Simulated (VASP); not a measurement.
Write the native input for VASP 6.6.1 that does the following.

```
Task                   : single point
Functional             : PBE
Potentials or basis    : VASP PAW PBE potentials, release 64 (Mg)
Cutoff                 : 520 eV
k mesh                 : 18 × 18 × 10
Occupations            : gaussian, width 0.15 eV
Spin                   : no spin polarisation
Dipole correction      : no
Further INCAR settings : ALGO = Fast; EDIFF = 1e-06; NBANDS = 9
```

The structure of Mg lies in POSCAR:

```
Mg
1.0
    3.2092715325      0.0000000000      0.0000000000
   -1.6046357662      2.7793106748      0.0000000000
    0.0000000000      0.0000000000      5.2103300000
Mg
2
Direct
    0.2227463023      0.5857113413      0.2500000000
    0.6666666667      0.3333333333      0.7500000000
```

This cell differs from its parent crystal: atom 1 (Mg) moved by (-0.225, -0.225) A along x and y.

These files were run (other wordings do the same):

INCAR

```
SYSTEM = Mg
ALGO     = Fast           ! electronic algorithm
EDIFF    = 1E-6           ! SCF threshold, eV
ENCUT    = 520            ! plane-wave cutoff, eV
GGA      = PE             ! functional
ISIF     = 2              ! what is computed and relaxed
ISMEAR   = 0              ! smearing method
LASPH    = .True.         ! aspherical terms in the spheres
LCHARG   = .True.         ! write CHGCAR
LELF     = .True.         ! ELF
LREAL    = .False.        ! projectors in reciprocal space
LVHAR    = .True.       
LWAVE    = .False.        ! write WAVECAR
NBANDS   = 9              ! bands
NELM     = 80             ! most SCF steps
PREC     = Accurate       ! precision mode
SIGMA    = 0.15           ! smearing width, eV
```

KPOINTS

```
k-points
0
Gamma
  18 18 10
  0 0 0
```

Potentials or basis: VASP PAW PBE potentials, release 64 (Mg).

Launch:

```console
$ cat potpaw_PBE.64/Mg/POTCAR > POTCAR
$ mpirun -np 1 vasp_std > vasp.out
```

Results of the run:

The pressure is -0.3 GPa. The largest force is 0.256 eV/Å and the band gap on the k mesh is zero (bands 2 and 3 overlap by 2.22 eV).

Caveat: the cell differs from its parent crystal (atom 1 (Mg) moved by (-0.225, -0.225) A along x and y).

It took 66 s on 1 thread of Intel(R) Xeon(R) 6975P-C (Granite Rapids), with other jobs on the host, peak memory 0.48 GiB.
